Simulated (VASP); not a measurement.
Here is a VASP 6.6.1 calculation.

File POSCAR:

```
Ir
1.0
    2.7513778946      0.0000000000      0.0000000000
   -1.3756889473      2.3827631521      0.0000000000
    0.0000000000      0.0000000000      4.4622900000
Ir
2
Direct
    0.5975404375      0.5221897036      0.7500000000
    0.3333333333      0.6666666667      0.2500000000
```

File INCAR.step1:

```
SYSTEM = Ir
ALGO = Normal ; EDIFF = 1E-4
ENCUT = 520 ; GGA = PE
ISMEAR = 0 ; LASPH = .True.
LCHARG = .False. ; LREAL = .False.
LWAVE = .True. ; NBANDS = 16
NELM = 80 ; PREC = Accurate
SIGMA = 0.15
```

Contents of INCAR.step2:

```
SYSTEM = Ir
ALGO = Normal ; EDIFF = 1E-6
ENCUT = 520 ; ISIF = 2
ISMEAR = 0 ; ISTART = 1
LASPH = .True. ; LCHARG = .True.
LELF = .True. ; LMIXTAU = .True.
LREAL = .False. ; LVHAR = .True.
LWAVE = .False. ; METAGGA = R2SCAN
NBANDS = 16 ; NELM = 80
PREC = Accurate ; SIGMA = 0.15
```

Contents of KPOINTS:

```
k-points
0
Gamma
  18 18 12
  0 0 0
```

Potentials or basis: VASP PAW PBE potentials, release 64 (Ir).

The run is started by

```sh
$ cat potpaw_PBE.64/Ir/POTCAR > POTCAR
$ cp INCAR.step1 INCAR
$ mpirun -np 1 vasp_std > vasp.out
$ cp INCAR.step2 INCAR
$ mpirun -np 1 vasp_std > vasp.out
```

(1) Estimate the largest force.

(2) Predict the pressure.

Results:

(1) 1.944 eV/Å.

(2) 10.1 GPa.

Caveat: the cell differs from its parent crystal (atom 1 (Ir) moved by (-0.450, +0.450) A along x and y); the stress differs along the axes, from -5 to 37 GPa; the PAW data sets were made with another functional, which shifts forces and pressure a little.
